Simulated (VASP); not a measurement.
# Hf (P6_3/mmc) in VASP: a series of runs, part 2 of 2

VASP 6.6.1. Earlier steps stand in the parts before.

### 4 Single point, PBEsol

This run uses another cell than the first one, of 21.61 Å³/atom.

File INCAR:

```
SYSTEM = Hf
PREC = Accurate ; ENCUT = 520
EDIFF = 1E-6 ; ISMEAR = -1
SIGMA = 0.08 ; LREAL = .FALSE.
LASPH = .TRUE. ; NELM = 80
ALGO = Normal ; ISIF = 2
LWAVE = .FALSE. ; LCHARG = .FALSE.
GGA = PS ; NBANDS = 17
```

File KPOINTS:

```
regular mesh
0
G
  14 14 8
  0 0 0
```

File POSCAR:

```
Hf
1.0
    3.1588851865      0.0000000000      0.0000000000
   -1.5794425933      2.7356748192      0.0000000000
    0.0000000000      0.0000000000      5.0011179845
Hf
2
Direct
    0.3333333333      0.6666666667      0.2500000000
    0.6666666667      0.3333333333      0.7500000000
```

Potentials or basis: VASP PAW PBE potentials, release 64 (Hf_pv).

Command:

```
> cat potpaw_PBE.64/Hf_pv/POTCAR > POTCAR
> mpirun -np 1 vasp_std > vasp.out
```

OUTCAR:

```text
SYSTEM = Hf
   PREC = Accurate
   ENCUT = 520
   EDIFF = 1E-6
   ISMEAR = -1
   LREAL = .FALSE.
   LASPH = .TRUE.
   NELM = 80
   ISIF = 2
   GGA = PS

 ion  position               nearest neighbor table
   1  0.333  0.667  0.250-   2 3.09   2 3.09   2 3.09   2 3.09   2 3.09   2 3.09
   2  0.667  0.333  0.750-   1 3.09   1 3.09   1 3.09   1 3.09   1 3.09   1 3.09

  LATTYP: Found a hexagonal cell.
 ALAT       =     3.1588851865
 C/A-ratio  =     1.5831908060

  Lattice vectors:

 A1 = (   3.1588851865,   0.0000000000,   0.0000000000)
 A2 = (  -1.5794425933,   2.7356748192,   0.0000000000)
 A3 = (   0.0000000000,   0.0000000000,   5.0011179845)

Analysis of symmetry for initial positions (statically):
=====================================================================
 Subroutine PRICEL returns:
 Original cell was already a primitive cell.

 Routine SETGRP: Setting up the symmetry group for a
[... 157 lines left out ...]
 NGX is ok and might be reduce to    24
   NGX = 11   NGY = 11   NGZ = 19

 number of electron      19.9999996 magnetization

 Free energy of the ion-electron system (eV)
  ---------------------------------------------------
  ext. energy  EPLUGINS =         0.00000000
  ---------------------------------------------------
  free energy    TOTEN  =       -21.02295282 eV

  energy without entropy =      -20.99010804  energy(sigma->0) =      -21.00653043

 E-fermi :   4.9922     XC(G=0): -11.5507

 val. band max:        4.9867719314   @ k =   0.1429   0.0000   0.0000
 cond. band min:       4.9998038514   @ k =   0.0714  -0.0000   0.5000
 fundamental gap:      0.0130319200
 Fermi energy:         4.9922314340

 k-point     1 :       0.0000    0.0000    0.0000
  band No.  band energies     occupation
      1     -26.0053      2.00000
      2     -25.1679      2.00000
      3     -25.1679      2.00000
      4     -25.0260      2.00000
      5     -25.0248      2.00000
      6     -25.0248      2.00000
[... 457 lines left out ...]
      4     -25.4622      2.00000
      5     -25.3832      2.00000
      6     -25.3635      2.00000
[... 9 lines left out ...]
     16      10.9870      0.00000
     17      11.1922      0.00000

 [... further k-points ...]
[... 5 lines left out ...]
  --------------------------------------------------------------------------------------
  -------------------------------------------------------------------------------------
  Total       -0.0921056     -0.0921056     -0.1223509      0.0000000     -0.0000000      0.0000000
  in kB       -3.4145304     -3.4145304     -4.5357839      0.0000000     -0.0000000      0.0000000
  external PRESSURE =      -3.7882816 kB  Pullay stress =       0.0000000 kB

 VOLUME and BASIS-vectors are now :
 -----------------------------------------------------------------------------
  energy-cutoff  :      520.00
  volume of cell :       43.22
      direct lattice vectors                 reciprocal lattice vectors
     3.158885187  0.000000000  0.000000000     0.316567378  0.182770261  0.000000000
    -1.579442593  2.735674819  0.000000000     0.000000000  0.365540521  0.000000000
     0.000000000  0.000000000  5.001117984     0.000000000  0.000000000  0.199955291

 POSITION                                       TOTAL-FORCE (eV/Angst)
 -----------------------------------------------------------------------------------
     -0.00000      1.82378      1.25028         0.000000      0.000000      0.000000
      1.57944      0.91189      3.75084        -0.000000     -0.000000      0.000000
 -----------------------------------------------------------------------------------
    total drift:                                0.000000     -0.000000      0.000000

  FREE ENERGIE OF THE ION-ELECTRON SYSTEM (eV)
  ---------------------------------------------------
  free  energy   TOTEN  =       -21.0229528226 eV

  energy  without entropy=      -20.9901080409  energy(sigma->0) =      -21.00653043
```

stdout:

```text
POSCAR found type information on POSCAR Hf
 POSCAR found :  1 types and       2 ions
 scaLAPACK will be used
 -----------------------------------------------------------------------------
|                                                                             |
|                                                                             |
|     You enforced a specific xc type in the INCAR file but a different       |
|     I HOPE YOU KNOW WHAT YOU ARE DOING!                                     |
|                                                                             |
 -----------------------------------------------------------------------------

 LDA part: xc-table for (Slater+PW92), standard interpolation
 POSCAR, INCAR and KPOINTS ok, starting setup
 FFT: planning ... GRIDC
 FFT: planning ... GRID_SOFT
 FFT: planning ... GRID
 WAVECAR not read
 entering main loop
```

Wall time 22 s (1 thread of Intel Xeon 6975P-C (Granite Rapids), shared host); peak memory 0.21 GiB.

What came out:

| Property | Result |
| --- | --- |
| Free energy | -21.0230 eV |
| Pressure | -0.4 GPa |
| Band gap on the k mesh | zero (bands 10 and 11 overlap by 1.51 eV) |

Levels at points of the mesh, in eV from the Fermi level:
```csv
k point,band 6,band 7,band 8,band 9,band 10,band 11,band 12,band 13,band 14,band 15
"(0.00, 0.00, 0.00)",-30.02,-7.50,-3.82,0.80,1.18,1.18,1.47,2.04,2.04,2.71
"(0.50, 0.00, 0.00)",-30.12,-3.41,-2.87,-2.33,-0.72,0.78,0.92,1.74,6.13,6.67
"(0.00, 0.00, 0.50)",-30.09,-5.45,-5.45,0.14,0.14,1.07,1.07,1.07,1.07,4.97
"(0.50, 0.00, 0.50)",-30.24,-3.52,-3.52,-1.04,-1.04,1.32,1.32,2.72,2.72,6.34
```

Caveat: the PAW data sets were made with another functional, which shifts forces and pressure a little; spin-orbit coupling is left out, which moves the levels of the heavy elements.

### 5 Relaxation of shape and atoms at fixed volume, PBEsol

This run uses another cell than the first one, of 9.72 Å³/atom.

File INCAR:

```
PREC = Accurate
ENCUT = 600
EDIFF = 1E-6
ISMEAR = -1
SIGMA = 0.08
LREAL = F
LASPH = T
NELM = 100
ALGO = Normal
ISIF = 4
LWAVE = F
LCHARG = F
GGA = PS
IBRION = 2
NSW = 50
EDIFFG = -0.005
```

File KPOINTS:

```
regular mesh
0
Gamma
  14 14 8
```

File POSCAR:

```
Hf
1.0
    2.4206835143      0.0000000000      0.0000000000
   -1.2103417571      2.0963734179      0.0000000000
    0.0000000000      0.0000000000      3.8324038840
Hf
2
Direct
    0.3333333333      0.6666666667      0.2500000000
    0.6666666667      0.3333333333      0.7500000000
```

Command:

```
> cat potpaw_PBE.64/Hf_pv/POTCAR > POTCAR
> mpirun -np 1 vasp_std > vasp.out
```

Run time: 56 s. Hardware: 1 thread of Intel Xeon 6975P-C (Granite Rapids), shared host; peak memory 0.16 GiB.

It converged, with:

```yaml
Free_energy: -6.9845 eV
Energy_gained_by_relaxing: 102.9 meV/atom
Ionic_steps: 7
Pressure_after_relaxing: 362.5 GPa
Band_gap_on_the_k_mesh: zero (bands 10 and 11 overlap by 1.91 eV)
```

The path:
```tsv
step	energy change (eV)	largest force (eV/Å)	pressure (GPa)	volume (Å³)
1	0.0000	0.0000	360.26	19.45
2	-0.1522	0.0000	363.71	19.45
3	-0.2056	0.0000	362.53	19.45
4	-0.2058	0.0000	362.53	19.45
5	-0.2058	0.0000	362.53	19.45
6	-0.2057	0.0000	362.52	19.45
7	-0.2059	0.0000	362.53	19.45
```

Final structure:
```
Hf
1.0
     2.34506    0.00000    0.00000
    -1.17253    2.03089    0.00000
     0.00000    0.00000    4.08355
Hf
2
Direct
  0.33333 0.66667 0.25000
  0.66667 0.33333 0.75000
```

Levels at points of the mesh, in eV from the Fermi level:
| k point | band 6 | band 7 | band 8 | band 9 | band 10 | band 11 | band 12 | band 13 | band 14 |
| --- | --- | --- | --- | --- | --- | --- | --- | --- | --- |
| (0.00, 0.00, 0.00) | -26.53 | -7.60 | -6.34 | -0.87 | 0.94 | 0.94 | 2.62 | 2.62 | 6.08 |
| (0.50, 0.00, 0.00) | -27.84 | -7.95 | -6.64 | -5.35 | 0.84 | 1.39 | 3.25 | 4.62 | 14.61 |
| (0.00, 0.00, 0.50) | -26.91 | -5.08 | -5.08 | 0.92 | 0.92 | 1.01 | 1.01 | 1.01 | 1.01 |
| (0.50, 0.00, 0.50) | -28.62 | -7.59 | -7.59 | -5.05 | -5.05 | 5.50 | 5.50 | 7.93 | 7.93 |

Caveat: the PAW data sets were made with another functional, which shifts forces and pressure a little; spin-orbit coupling is left out, which moves the levels of the heavy elements.

### 6 Overview

| task | cell | cutoff (eV) | gap on the mesh (eV) | pressure (GPa) |
| --- | --- | --- | --- | --- |
| single point | a = 3.091, b = 3.091, c = 4.910 Å, angles 90.0, 90.0, 120.0°, 2 atoms | 520 | none | 7.4 |
| single point | a = 3.159, b = 3.159, c = 5.001 Å, angles 90.0, 90.0, 120.0°, 2 atoms | 520 | none | -0.4 |
| relaxation of shape and atoms at fixed volume | relaxed from a = 2.421, b = 2.421, c = 3.832 Å, angles 90.0, 90.0, 120.0°, 2 atoms | 600 | none | 362.5 |

Alike in all rows: level PBEsol; potentials or basis VASP PAW PBE potentials, release 64 (Hf_pv); no spin polarisation; k mesh 14 × 14 × 8; smearing fermi-dirac 0.08 eV.

Caveats: the PAW data sets were made with another functional, which shifts forces and pressure a little; spin-orbit coupling is left out, which moves the levels of the heavy elements; the cell stands under pressure (at least some runs).

Absolute energies hang on the potentials; compare differences alone.
